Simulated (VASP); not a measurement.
A run of VASP 6.6.1:

The input INCAR:

```
  PREC = Accurate
  ENCUT = 520
  EDIFF = 1E-6
  ISMEAR = 0
  SIGMA = 0.05
  LREAL = Auto
  LASPH = True
  NELM = 150
  ALGO = Normal
  ISIF = 2
  LWAVE = False
  LCHARG = True
  ISPIN = 2
  MAGMOM = 0 0 0 0 0 0 0 0 0 0 0 0 0 0 0 0 0 0 0 0 0 0 0 0 0 0 0.11 0 0 0 0 0 0 0 0 0 0 0 0 0 0 0 0 0 0 0 0 0 0 0 0 0 0 0 0 0 0.1 0 0 0 0 0 0
  LORBIT = 11
  GGA = PE
  IVDW = 12
  LELF = True
  LVHAR = True
  NELECT = 251.0
  NBANDS = 167
```

KPOINTS

```
Automatic mesh
0
Gamma
  1 1 1
```

File POSCAR:

```
Si
1.0
   10.8600000000      0.0000000000      0.0000000000
    0.0000000000     10.8600000000      0.0000000000
    0.0000000000      0.0000000000     10.8600000000
Si
63
Direct
    0.4979390424      0.0006486188      0.0004222836
    0.6251650092      0.1241756906      0.1259232044
    0.7498721915      0.2496528545     -0.0001953959
    0.8780442910      0.3750096685      0.1211429098
    0.7508244015     -0.0013871087      0.2494511971
    0.8741847145      0.1245929098      0.3747513812
    0.0001825967     -0.0001948435     -0.0001600368
    0.1245852670      0.1251557090      0.1249744015
    0.2425745856      0.2577000921      0.0020050645
    0.3759616943      0.3743889503      0.1256011050
    0.4999680479      0.4996226519     -0.0001918969
    0.6260816759      0.6236467772      0.1239646409
    0.7534599448      0.7460260589     -0.0002177716
    0.8762443831      0.8734549724      0.1239116022
    0.2500608656      0.0004398711      0.2502361878
    0.3748516575      0.1252829650      0.3761816759
    0.5004290976      0.2488995396      0.2508541436
    0.6251307551      0.3745432781      0.3751126151
    0.7519261510      0.4989507366      0.2478784530
    0.8764174954      0.6234530387      0.3732971455
    0.4999666667     -0.0003156538      0.5000564457
    0.6238958564      0.1253537753      0.6250374770
    0.7496368324      0.2492151934      0.5000775322
    0.8749884899      0.3747071823      0.6247368324
    0.7500694291      0.0007000000      0.7497654696
    0.8752963168      0.1254020258      0.8754052486
    0.1085474217      0.3967151013     -0.1062065378
    0.1250526703      0.6174413444      0.1160961326
    0.2499471455      0.7488994475     -0.0016914365
    0.3746663904      0.8743973297      0.1265485267
    0.0001256906      0.2501153775      0.2495062615
    0.1247580110      0.3749497238      0.3747515654
    0.2494898711      0.4985751381      0.2487599448
    0.3753470534      0.6264488950      0.3742942910
    0.5013661142      0.7492883978      0.2492988950
    0.6254362799      0.8749421731      0.3746011050
   -0.0003540516      0.0005321363      0.5018036832
    0.1241804788      0.1296791897      0.6292140884
    0.2489740331      0.2506675875      0.5013660221
    0.3704466851      0.3754224678      0.6293804788
    0.4978257827      0.4991669429      0.5021208103
    0.6258094843      0.6264226519      0.6242628913
    0.7510891344      0.7491301105      0.4982890424
    0.8735359116      0.8743034991      0.6252094843
    0.2492112339      0.0019279006      0.7506141805
    0.3709162983      0.1294051565      0.8755421731
    0.4985064457      0.2505976059      0.7507516575
    0.6248530387      0.3747717311      0.8751461326
    0.7508560773      0.4985781768      0.7506602210
    0.8805334254      0.6200854512      0.8748172192
    0.0007136280      0.7444580110      0.2447394107
    0.1255386740      0.8740228361      0.3732421731
    0.0002352670      0.4996151934      0.4999614180
    0.1254225599      0.6254788214      0.6237860037
    0.2504000921      0.7505573665      0.4993599448
    0.3746744015      0.8762906998      0.6251125230
   -0.0013268877      0.2587015654      0.7587362799
    0.2434700737      0.5028004604      0.7569208103
    0.3767507366      0.6258476980      0.8742450276
    0.5009171271      0.7507988950      0.7490788214
    0.6261244936      0.8749128913      0.8740394107
    0.0015667587      0.7487647330      0.7505662063
    0.1253017495      0.8755448435      0.8747571823
```

Potentials or basis: VASP PAW PBE potentials, release 64 (Si).

Launch:

```bash
$ cat potpaw_PBE.64/Si/POTCAR > POTCAR
$ mpirun -np 1 vasp_gam > vasp.out
```

Hardware: 1 thread of Intel(R) Xeon(R) Platinum 8375C CPU @ 2.90GHz (Ice Lake), on a shared host.

How long does it take, and how much memory?

It took 15 min on 1 thread of Intel(R) Xeon(R) Platinum 8375C CPU @ 2.90GHz (Ice Lake) (shared host), peak memory 1.4 GiB. Counts: scf iterations 19, k points 1.
